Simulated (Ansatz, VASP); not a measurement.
**ScAlN2 in VASP and in Ansatz**

```
Sc Al N
1.0
     1.52777    0.88206    4.94029
    -1.52777    0.88206    4.94029
     0.00000   -1.76412    4.94029
Sc Al N
1 1 2
Direct
  0.50000 0.50000 0.50000
  0.00000 0.00000 0.00000
  0.25646 0.25646 0.25646
  0.74354 0.74354 0.74354
```

Change from the starting cell: species swapped into the RbGdSe2 type (R-3m, No. 166).

Alike in both runs: functional PBE; k mesh 5 × 5 × 5; occupations gaussian, width 0.15 eV; no spin polarisation.

Ansatz relaxed the structure, and its values are those at the end. VASP's run is a single point on that final structure, the one shown.

```csv
,VASP,Ansatz
version,VASP 6.6.1,Ansatz 0.2.0
potentials or method,"VASP PAW PBE potentials, release 64 (Sc_sv, Al, N), cutoff 600 eV","scalar-relativistic, plane waves, PAW"
valence electrons in the cell,24,24
```

VASP gave:

```
gap on the k mesh at the Fermi level (eV) : 0.97
least direct gap on the mesh (eV)         : 2.62
pressure (GPa)                            : 0.3
rms of the force components (eV/Å)        : 0.030
```

Estimate Ansatz's values.

gap on the k mesh at the Fermi level (eV): 0.99; least direct gap on the mesh (eV): 2.63; pressure (GPa): -0.2; rms of the force components (eV/Å): 0.000.

The k mesh is coarse, so the values compare programs but aren't converged.
